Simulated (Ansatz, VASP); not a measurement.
Lu4SiGe2 in VASP and in Ansatz

```
Ge Si Lu
1.0
     5.33199    0.00000    0.00000
    -2.66599    4.61764    0.00000
    -2.66599    1.53921    7.29998
Ge Si Lu
2 1 4
Direct
  0.42541 0.57459 0.27623
  0.23461 0.76539 0.70384
  0.11633 0.88367 0.34899
  0.84060 0.15940 0.52179
  0.71113 0.28887 0.13338
  0.98327 0.01673 0.94981
  0.56075 0.43925 0.68226
```

Alike in both runs: functional PBE; k mesh 6 × 6 × 6; no spin polarisation.

Ansatz relaxed the structure, and its values are those at the end. VASP's run is a single point on that final structure, the one shown.

|  | VASP | Ansatz |
| --- | --- | --- |
| version | VASP 6.6.1 | Ansatz 0.2.0 |
| potentials or method | VASP PAW PBE potentials, release 64 (Ge_d, Si, Lu), cutoff 520 eV | PAW plane waves |
| occupations | fermi-dirac, width 0.1 eV | fermi-dirac |
| valence electrons in the cell | 132 | 132 |

Ansatz gave:

```
pressure (GPa)                     : -3.9
rms of the force components (eV/Å) : 0.001
```

Task: What did VASP give for the same quantities?

Result: Pressure (GPa): -3.8; rms of the force components (eV/Å): 0.004.

Ansatz's warnings: stress scf threshold loose, structure snapped to symmetry.

Spin-orbit coupling is off throughout.
